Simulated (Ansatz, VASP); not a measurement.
# One calculation of ZrBrF, two programs

```
Zr Br F
1.0
     3.52201    0.00000    0.00000
     0.00000    4.03430    0.00000
     0.00000    0.00000    8.44215
Zr Br F
2 2 2
Direct
  0.00000 0.50000 0.11480
  0.50000 0.00000 0.88520
  0.50000 0.50000 0.32790
  0.00000 0.00000 0.67210
  0.50000 0.50000 0.95420
  0.00000 0.00000 0.04580
```

Change from the starting cell: species swapped into the VClO type (Pmmn, No. 59).

Alike in both runs: task single point; functional PBE; k mesh 6 × 4 × 2; occupations gaussian, width 0.1 eV; no spin polarisation.

```csv
,VASP,Ansatz
version,VASP 6.6.1,Ansatz 0.2.0
potentials or method,"VASP PAW PBE potentials, release 64 (Zr_sv, Br, F), cutoff 520 eV","scalar-relativistic, plane waves, PAW"
valence electrons in the cell,52,52
```

Ansatz gave:

- gap on the k mesh at the Fermi level (eV): none
- pressure (GPa): 19.2
- traceless stress, the component that is largest in VASP (GPa): -1.91
- rms of the force components (eV/Å): 1.032

Question: Which values does VASP return?

Answer: gap on the k mesh at the Fermi level (eV): none; pressure (GPa): 19.3; traceless stress, the component that is largest in VASP (GPa): -1.93; rms of the force components (eV/Å): 1.034.

Atom by atom the forces differ by 0.013 eV/Å (rms over components). A gap of «none» marks a metal or a gap that the smearing closes.

The k mesh is coarse, so the values compare programs but aren't converged.
